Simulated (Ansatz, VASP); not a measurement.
# Two plane-wave programs on Se

File INCAR:

```
SYSTEM = Se
  PREC = Accurate
  ENCUT = 520
  EDIFF = 1E-8
  ISMEAR = -1
  SIGMA = 0.03
  LREAL = .False.
  LASPH = .True.
  NELM = 80
  ALGO = Normal
  ISIF = 2
  LWAVE = .False.
  LCHARG = .False.
  GGA = PS
  LEFG = .True.
  NBANDS = 16
```

Contents of KPOINTS:

```
Automatic mesh
0
Gamma
  6 6 5
  0 0 0
```

Contents of POSCAR:

```
Se
1.0
    4.3661999489      0.0218309997      0.0218309997
   -2.1641937741      3.7703245739      0.0079907005
    0.0247680000      0.0247680000      4.9536000000
Se
3
Direct
    0.2254000000      0.0000000000      0.3333333333
    0.0000000000      0.2254000000      0.6666666667
    0.7746000000      0.7746000000      0.0000000000
```

Input for Ansatz:

```yaml
crystal:
  lattice:
    - [4.3661999489, 0.0218309997, 0.0218309997]
    - [-2.1641937741, 3.7703245739, 0.0079907005]
    - [0.024768, 0.024768, 4.9536]
  atoms:
    - { symbol: Se, position: [0.2254, 0.0, 0.3333333333] }
    - { symbol: Se, position: [0.0, 0.2254, 0.6666666667] }
    - { symbol: Se, position: [0.7746, 0.7746, 0.0] }
kpoints:
  mp_grid: { grid: [6, 6, 5] }
scf:
  occupations: { method: fermi_dirac, width: 0.03 }
hamiltonian:
  xc: pbesol
  pseudopotentials: { kind: paw }
output:
  forces: true
  stress: true
  eigenvalues: true
  efg: { contact_densities: true }
```

Change from the starting cell: equal xy, yz and zx shear strains of +1 %, PAW files.

Alike in both runs: task electric field gradients; functional PBEsol; k mesh 6 × 6 × 5; occupations fermi-dirac, width 0.03 eV; no spin polarisation.

|  | VASP | Ansatz |
| --- | --- | --- |
| version | VASP 6.6.1 | Ansatz 0.2.0 |
| potentials or method | VASP PAW PBE potentials, release 64 (Se) | PAW with Ansatz's default frozen-core files, scalar-relativistic |
| plane-wave cutoff (eV) | 520 | 420 |
| valence electrons in the cell | 18 | 48 |

Ansatz gave:

```
gap on the k mesh at the Fermi level (eV)                     : 1.18
pressure (GPa)                                                : 0.2
traceless stress, the component that is largest in VASP (GPa) : 0.96
rms of the force components (eV/Å)                            : 0.192
size of Vzz on the site where it differs most (V/Å²)          : 512.5
```

Q: Which values does VASP return?

A: gap on the k mesh at the Fermi level (eV): 1.18; pressure (GPa): 0.4; traceless stress, the component that is largest in VASP (GPa): 1.03; rms of the force components (eV/Å): 0.217; size of Vzz on the site where it differs most (V/Å²): 494.2.

VASP's potentials were made for PBE, not for PBEsol. Atom by atom the forces differ by 0.027 eV/Å (rms over components). With one functional, cell and mesh, what is left measures potentials, basis and numerics. VASP's potentials hold 18 valence electrons a cell and Ansatz's 48, so a difference there can come from the potentials and not from the codes.
